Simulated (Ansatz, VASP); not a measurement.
# Two plane-wave programs on HfN

The input INCAR:

```
ALGO = Normal
EDIFF = 1E-7
ENCUT = 520
GGA = PE
ISIF = 2
ISMEAR = 0
LASPH = T
LCHARG = T
LELF = T
LREAL = F
LVHAR = T
LWAVE = F
NBANDS = 14
NELM = 60
PREC = Accurate
SIGMA = 0.15
```

The input KPOINTS:

```
k-points
0
Gamma
  16 16 16
```

File POSCAR:

```
HfN
1.0
    0.0000000000      2.2738140414      2.2738140414
    2.2738140414      0.0000000000      2.2738140414
    2.2738140414      2.2738140414      0.0000000000
Hf N
1 1
Direct
   -0.0003347749      0.0010043247      0.0003347749
    0.5042659601      0.4872021197      0.4957340399
```

Input for Ansatz:

```yaml
crystal:
  lattice:
    - [0.0, 2.2738140414, 2.2738140414]
    - [2.2738140414, 0.0, 2.2738140414]
    - [2.2738140414, 2.2738140414, 0.0]
  atoms:
    - { symbol: Hf, position: [-0.0003347749, 0.0010043247, 0.0003347749] }
    - { symbol: "N", position: [0.5042659601, 0.4872021197, 0.4957340399] }
basis:
  ecutwfc: 520.0
kpoints:
  mp_grid: { grid: [16, 16, 16] }
hamiltonian:
  xc: pbe
  pseudopotentials: { kind: paw, azcp: { folder: soft_1 } }
scf:
  occupations: { method: gaussian, width: 0.15 }
output:
  forces: true
  stress: true
  eigenvalues: true
```

Change from the starting cell: mode 4 frozen in at -0.039 Å and mode 6 at -0.019 Å (largest displacements).

Alike in both runs: task single point; functional PBE; k mesh 16 × 16 × 16; occupations gaussian, width 0.15 eV; no spin polarisation.

|  | VASP | Ansatz |
| --- | --- | --- |
| version | VASP 6.6.1 | Ansatz 0.2.0 |
| potentials or method | VASP PAW PBE potentials, release 64 (Hf_pv, N), cutoff 520 eV | scalar-relativistic, plane waves, PAW |
| valence electrons in the cell | 15 | 31 |

Ansatz gave:

```
gap on the k mesh at the Fermi level (eV)                     : none
pressure (GPa)                                                : 0.3
traceless stress, the component that is largest in VASP (GPa) : 0.38
rms of the force components (eV/Å)                            : 0.296
```

**Question.** Which values does VASP return?

**Answer.** gap on the k mesh at the Fermi level (eV): none; pressure (GPa): -2.0; traceless stress, the component that is largest in VASP (GPa): 0.37; rms of the force components (eV/Å): 0.295.

Atom by atom the forces differ by 0.001 eV/Å (rms over components). A gap of «none» marks a metal or a gap that the smearing closes. The functional is the same, so the differences come from potentials, cutoffs and numerics. VASP's potentials hold 15 valence electrons a cell and Ansatz's 31, so a difference there can come from the potentials and not from the codes.

Neither program's run includes spin-orbit coupling.
